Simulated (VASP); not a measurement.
Write the native input for VASP 6.6.1 that does the following.

```yaml
Task: single point
Functional: LDA
Potentials_or_basis: VASP PAW LDA potentials, release 64 (Ca_sv)
Cutoff: 520 eV
k_mesh: 10 × 10 × 10
Occupations: methfessel-paxton, width 0.01 eV
Spin: no spin polarisation
Dipole_correction: no
Further_INCAR_settings: ALGO = Normal; EDIFF = 1e-06; NBANDS = 11
```

The structure of Ca lies in POSCAR:

```
Ca
1.0
    0.0000000000      2.6714532750      2.6714532750
    2.6714532750      0.0000000000      2.6714532750
    2.6714532750      2.6714532750      0.0000000000
Ca
1
Direct
    0.0000000000      0.0000000000      0.0000000000
```

One way to write it, as run:

INCAR

```
SYSTEM = Ca
PREC = Accurate
ENCUT = 520
EDIFF = 1E-6
ISMEAR = 1
SIGMA = 0.01
LREAL = .FALSE.
LASPH = .TRUE.
NELM = 60
ALGO = Normal
ISIF = 2
LWAVE = .FALSE.
LCHARG = .FALSE.
NBANDS = 11
```

KPOINTS

```
Automatic mesh
0
G
  10 10 10
  0 0 0
```

Potentials or basis: VASP PAW LDA potentials, release 64 (Ca_sv).

Launch:

```console
$ cat potpaw_LDA.64/Ca_sv/POTCAR > POTCAR
$ mpirun -np 1 vasp_std > vasp.out
```

It gave:

- Pressure: -0.1 GPa
- Band gap on the k mesh: zero (band 5 reaches 2.26 eV, above the bottom of band 6 at 2.17 eV)

Wall time 11 s on 1 thread of Intel(R) Xeon(R) Platinum 8259CL CPU @ 2.50GHz (Skylake/Cascade Lake) (shared host), peak memory 0.15 GiB.
